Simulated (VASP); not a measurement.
# Ba (P6/mmm) in VASP: a series of runs

Runs on Ba. Level: PBEsol. Tasks: single point.

Program: VASP 6.6.1. These are calculated values, not measurements. Logs are shortened: lines on timing, memory, paths and dates and some standing lists are left out, and cuts for length are marked.

## (1) The cell of the first run

It takes space group P6/mmm (No. 191, hexagonal). The conventional cell has a = 4.224 Å, b = 4.224 Å, c = 3.834 Å, α = 90.00°, β = 90.00°, γ = 120.00°. Within 5.0 Å of Ba (site symmetry 6/mmm) lie 8 Ba at 3.83 to 4.22 Å.

## (2) Single point, PBEsol

INCAR

```
SYSTEM = Ba
  PREC = Accurate
  ENCUT = 520
  EDIFF = 1E-6
  ISMEAR = -1
  SIGMA = 0.1
  LREAL = .FALSE.
  LASPH = .TRUE.
  NELM = 60
  ALGO = Normal
  ISIF = 2
  LWAVE = .FALSE.
  LCHARG = .TRUE.
  GGA = PS
  LELF = .TRUE.
  LVHAR = .TRUE.
  NBANDS = 11
```

KPOINTS

```
regular mesh
0
G
  8 8 7
  0 0 0
```

POSCAR

```
Ba
1.0
    4.2235968867      0.0000000000      0.0000000000
   -2.1117984433      3.6577421938      0.0000000000
    0.0000000000      0.0000000000      3.8335253063
Ba
1
Direct
    0.0000000000      0.0000000000      0.0000000000
```

Potentials or basis: VASP PAW PBE potentials, release 64 (Ba_sv).

Run with:

```console
> cat potpaw_PBE.64/Ba_sv/POTCAR > POTCAR
> mpirun -np 1 vasp_std > vasp.out
```

OUTCAR:

```text
SYSTEM = Ba
   PREC = Accurate
   ENCUT = 520
   EDIFF = 1E-6
   ISMEAR = -1
   LREAL = .FALSE.
   LASPH = .TRUE.
   NELM = 60
   ISIF = 2
   GGA = PS

 ion  position               nearest neighbor table
   1  0.000  0.000  0.000-

  LATTYP: Found a hexagonal cell.
 ALAT       =     4.2235968867
 C/A-ratio  =     0.9076446946

  Lattice vectors:

 A1 = (   4.2235968867,   0.0000000000,   0.0000000000)
 A2 = (  -2.1117984433,   3.6577421938,   0.0000000000)
 A3 = (   0.0000000000,   0.0000000000,   3.8335253063)

Analysis of symmetry for initial positions (statically):
=====================================================================
 Subroutine PRICEL returns:
 Original cell was already a primitive cell.

 Routine SETGRP: Setting up the symmetry group for a
 hexagonal supercell.

 Subroutine GETGRP returns: Found 24 space group operations
 (whereof 24 operations were pure point group operations)
 out of a pool of 24 trial point group operations.

The static configuration has the point symmetry D_6h.

Analysis of symmetry for dynamics (positions and initial velocities):
=====================================================================
 Subroutine PRICEL returns:
 Original cell was already a primitive cell.

 Routine SETGRP: Setting up the symmetry group for a
 hexagonal supercell.

 Subroutine GETGRP returns: Found 24 space group operations
 (whereof 24 operations were pure point group operations)
 out of a pool of 24 trial point group operations.

The dynamic configuration has the point symmetry D_6h.

 Subroutine INISYM returns: Found 24 space group operations
 (whereof 24 operations are pure point group operations),
 and found     1 'primitive' translations

----------------------------------------------------------------------------------------

                                     Primitive cell

  volume of cell :      59.2235

  direct lattice vectors                    reciprocal lattice vectors
     4.223596887  0.000000000  0.000000000     0.236765020  0.136696348  0.000000000
    -2.111798443  3.657742194  0.000000000     0.000000000  0.273392696  0.000000000
     0.000000000  0.000000000  3.833525306     0.000000000  0.000000000  0.260856502

  length of vectors
     4.223596887  4.223596882  3.833525306     0.273392696  0.273392696  0.260856502

  position of ions in fractional coordinates (direct lattice)
     0.000000000  0.000000000  0.000000000

  ion indices of the primitive-cell ions
   primitive index   ion index
                 1           1

----------------------------------------------------------------------------------------

 KPOINTS: regular mesh

Automatic generation of k-mesh.
 Grid dimensions read from file:
 generate k-points for:    8    8    7

 Generating k-lattice:

  Cartesian coordinates                     Fractional coordinates (reciprocal lattice)
     0.029595627  0.017087044  0.000000000     0.125000000  0.000000000  0.000000000
     0.000000000  0.034174087  0.000000000     0.000000000  0.125000000  0.000000000
     0.000000000  0.000000000  0.037265215     0.000000000  0.000000000  0.142857143

  Length of vectors
     0.034174087  0.034174087  0.037265215

  Shift w.r.t. Gamma in fractional coordinates (k-lattice)
     0.000000000  0.000000000  0.000000000

 Subroutine IBZKPT returns following result:
 ===========================================

 Found     40 irreducible k-points:

 Following reciprocal coordinates:
            Coordinates               Weight
  0.000000  0.000000  0.000000      1.000000
  0.125000 -0.000000  0.000000      6.000000
  0.250000 -0.000000  0.000000      6.000000
  0.375000 -0.000000  0.000000      6.000000
  0.500000 -0.000000  0.000000      3.000000
  0.125000  0.125000  0.000000      6.000000
[... 16 lines left out ...]
  0.250000 -0.000000  0.285714     12.000000
  0.375000 -0.000000  0.285714     12.000000
 [... further k-points ...]
   k-points           NKPTS =     40   k-points in BZ     NKDIM =     40   number of bands    NBANDS=     11
   number of dos      NEDOS =    301   number of ions     NIONS =      1
   total plane-waves  NPLWV =  30720
   dimension x,y,z NGX =    32 NGY =   32 NGZ =   30
   dimension x,y,z NGXF=    64 NGYF=   64 NGZF=   60
   ions per type =               1
   NGX,Y,Z   is equivalent  to a cutoff of  12.60, 12.60, 13.01 a.u.
   NGXF,Y,Z  is equivalent  to a cutoff of  25.19, 25.19, 26.02 a.u.
 SYSTEM =  Ba
   PREC   = accura    normal or accurate (medium, high low for compatibility)
   ISTART =      0    job   : 0-new  1-cont  2-samecut
   ICHARG =      2    charge: 1-file 2-atom 10-const
   ISPIN  =      1    spin polarized calculation?
   LNONCOLLINEAR =      F non collinear calculations
   LSORBIT =      F    spin-orbit coupling
   LASPH  =      T    aspherical Exc in radial PAW
   ENCUT  =  520.0 eV  38.22 Ry    6.18 a.u.   7.85  7.85  7.13*2*pi/ulx,y,z
   NELM   =     60;   NELMIN=  2; NELMDL= -5     # of ELM steps
   EDIFF  = 0.1E-05   stopping-criterion for ELM
   LREAL  =      F    real-space projection
   EDIFFG = 0.1E-04   stopping-criterion for IOM
   NSW    =      0    number of steps for IOM
   IBRION =     -1    ionic relax: 0-MD 1-quasi-New 2-CG
   NFREE  =      0    steps in history (QN), initial steepest desc. (CG)
   ISIF   =      2    stress and relaxation
   ISYM   =      2    0-nonsym 1-usesym 2-fastsym
   POTIM  = 0.5000    time-step for ionic-motion
   TEBEG  =    0.0;   TEEND  =   0.0 temperature during run
   PSTRESS=    0.0 pullay stress
   NELECT =      10.0000    total number of electrons
   NUPDOWN=      -1.0000    fix difference up-down
   EMIN   =  10.00;   EMAX   =-10.00  energy-range for DOS
   EFERMI =   0.00;   METHOD = LEGACY
   ISMEAR =    -1;   SIGMA  =   0.10  broadening in eV -4-tet -1-fermi 0-gaus
   EFERMI_NEDOS =   21; number of points for ismear=-14 and -15
   IALGO  =     38    algorithm
   IMIX   =      4    mixing-type and parameters
     AMIX     =   0.40;   BMIX     =  1.00
     AMIX_MAG =   1.60;   BMIX_MAG =  1.00
  volume/ion in A,a.u.               =      59.22       399.66
  Fermi-wavevector in a.u.,A,eV,Ry     =   0.904851  1.709920 11.139832  0.818755
  Thomas-Fermi vector in A             =   2.028347
   LORBIT       =      0    0 simple, 1 ext, 2 COOP (PROOUT), +10 PAW based schemes
   GGA     = PS    functional components
   LHFCALC =     F    Hartree Fock is set to
   AEXX    =    0.0000 exact exchange contribution
   IVDW    =     0    specifies the selected vdW correction
   LEPSILON=     F    determine dielectric tensor
   LRPA    =     F    only Hartree local field effects (RPA)
 non-spin polarized calculation
  energy-cutoff  :      520.00
  volume of cell :       59.22
 maximum number of plane-waves:      1611
 NGX is ok and might be reduce to    32
   NGX = 15   NGY = 15   NGZ = 15

 number of electron      10.0000000 magnetization

 number of electron       9.9999999 magnetization

 Free energy of the ion-electron system (eV)
  ---------------------------------------------------
  ext. energy  EPLUGINS =         0.00000000
  ---------------------------------------------------
  free energy    TOTEN  =        -1.99141559 eV

  energy without entropy =       -1.94820269  energy(sigma->0) =       -1.96980914

 E-fermi :   1.7485     XC(G=0):  -7.7010

 val. band max:        1.6820372187   @ k =   0.3750   0.2500   0.0000
 cond. band min:       1.7737699054   @ k =   0.3750   0.2500   0.2857
 fundamental gap:      0.0917326867
 Fermi energy:         1.7484768461

 k-point     1 :       0.0000    0.0000    0.0000
  band No.  band energies     occupation
      1     -27.2356      2.00000
      2     -12.1039      2.00000
      3     -12.1039      2.00000
      4     -11.9805      2.00000
      5      -0.9903      2.00000
      6       1.7954      0.76959
      7       3.4920      0.00000
      8       3.4920      0.00000
      9       6.9410      0.00000
     10       6.9410      0.00000
     11       7.9450      0.00000

 k-point     2 :       0.1250   -0.0000    0.0000
  band No.  band energies     occupation
      1     -27.2276      2.00000
      2     -12.1982      2.00000
      3     -12.1247      2.00000
      4     -11.9711      2.00000
      5      -0.7086      2.00000
      6       1.9150      0.31818
      7       3.0885      0.00000
      8       3.7784      0.00000
      9       6.4138      0.00000
     10       6.8659      0.00000
     11       8.7871      0.00000

 k-point     3 :       0.2500   -0.0000    0.0000
  band No.  band energies     occupation
      1     -27.2083      2.00000
      2     -12.4155      2.00000
      3     -12.1742      2.00000
      4     -11.9484      2.00000
      5      -0.0172      2.00000
      6       2.0775      0.07181
      7       2.6288      0.00030
      8       4.6017      0.00000
      9       5.6058      0.00000
     10       6.6957      0.00000
     11       8.8962      0.00000

 k-point     4 :       0.3750   -0.0000    0.0000
  band No.  band energies     occupation
      1     -27.1888      2.00000
      2     -12.6203      2.00000
      3     -12.2228      2.00000
      4     -11.9254      2.00000
      5       0.6090      1.99998
      6       1.9878      0.16739
      7       2.8367      0.00004
      8       5.0399      0.00000
      9       5.8319      0.00000
     10       6.5389      0.00000
     11       8.1272      0.00000

 k-point     5 :       0.5000   -0.0000    0.0000
  band No.  band energies     occupation
      1     -27.1807      2.00000
      2     -12.7018      2.00000
      3     -12.2426      2.00000
      4     -11.9159      2.00000
      5       0.7579      1.99990
      6       2.1436      0.03774
      7       2.9085      0.00002
      8       4.8418      0.00000
      9       6.4772      0.00000
     10       6.8361      0.00000
     11       8.2422      0.00000
[... 211 lines left out ...]
 k-point    21 :       0.0000    0.0000    0.2857
  band No.  band energies     occupation
      1     -27.1848      2.00000
      2     -12.5611      2.00000
      3     -12.0492      2.00000
      4     -12.0492      2.00000
      5       0.0359      2.00000
      6       2.8458      0.00003
      7       3.8517      0.00000
      8       3.8517      0.00000
      9       5.1629      0.00000
     10       5.1629      0.00000
     11       7.6710      0.00000

 k-point    22 :       0.1250   -0.0000    0.2857
  band No.  band energies     occupation
      1     -27.1770      2.00000
      2     -12.5472      2.00000
      3     -12.1382      2.00000
      4     -12.0692      2.00000
      5       0.2954      2.00000
      6       2.8485      0.00003
      7       3.5020      0.00000
      8       4.1187      0.00000
      9       4.8559      0.00000
     10       5.0545      0.00000
     11       8.1897      0.00000

 k-point    23 :       0.2500   -0.0000    0.2857
  band No.  band energies     occupation
      1     -27.1582      2.00000
      2     -12.5139      2.00000
      3     -12.3440      2.00000
      4     -12.1168      2.00000
      5       0.8359      1.99978
      6       2.4805      0.00132
      7       3.4856      0.00000
      8       4.4663      0.00000
      9       4.5744      0.00000
     10       5.1452      0.00000
     11       8.5668      0.00000

 k-point    24 :       0.3750   -0.0000    0.2857
  band No.  band energies     occupation
      1     -27.1393      2.00000
      2     -12.5429      2.00000
      3     -12.4760      2.00000
      4     -12.1635      2.00000
      5       1.2015      1.99161
      6       1.8730      0.44722
      7       4.2089      0.00000
      8       4.4346      0.00000
      9       4.5536      0.00000
     10       6.2329      0.00000
     11       8.1725      0.00000

 [... further k-points ...]
[... 5 lines left out ...]
  --------------------------------------------------------------------------------------
  -------------------------------------------------------------------------------------
  Total       -0.1716687     -0.1716687      0.1087924     -0.0000000      0.0000000     -0.0000000
  in kB       -4.6441674     -4.6441674      2.9431681     -0.0000000      0.0000000     -0.0000000
  external PRESSURE =      -2.1150556 kB  Pullay stress =       0.0000000 kB

 VOLUME and BASIS-vectors are now :
 -----------------------------------------------------------------------------
  energy-cutoff  :      520.00
  volume of cell :       59.22
      direct lattice vectors                 reciprocal lattice vectors
     4.223596887  0.000000000  0.000000000     0.236765020  0.136696348  0.000000000
    -2.111798443  3.657742194  0.000000000     0.000000000  0.273392696  0.000000000
     0.000000000  0.000000000  3.833525306     0.000000000  0.000000000  0.260856502

 POSITION                                       TOTAL-FORCE (eV/Angst)
 -----------------------------------------------------------------------------------
      0.00000      0.00000      0.00000         0.000000      0.000000      0.000000
 -----------------------------------------------------------------------------------
    total drift:                               -0.000000     -0.000000     -0.000000

  FREE ENERGIE OF THE ION-ELECTRON SYSTEM (eV)
  ---------------------------------------------------
  free  energy   TOTEN  =        -1.9914155923 eV

  energy  without entropy=       -1.9482026919  energy(sigma->0) =       -1.96980914
```

Wall time 17 s (1 thread of AMD EPYC 7R43 (Zen 3), shared host); peak memory 0.15 GiB.

What came out:

| Item | Value |
| --- | --- |
| Free energy | -1.9914 eV |
| Pressure | -0.2 GPa |
| Band gap on the k mesh | zero (band 5 reaches 1.88 eV, above the bottom of band 6 at 1.46 eV) |

Caveat: the PAW data sets were made with another functional, which shifts forces and pressure a little; spin-orbit coupling is left out, which moves the levels of the heavy elements.

(Part 1 of 2 ends here.)
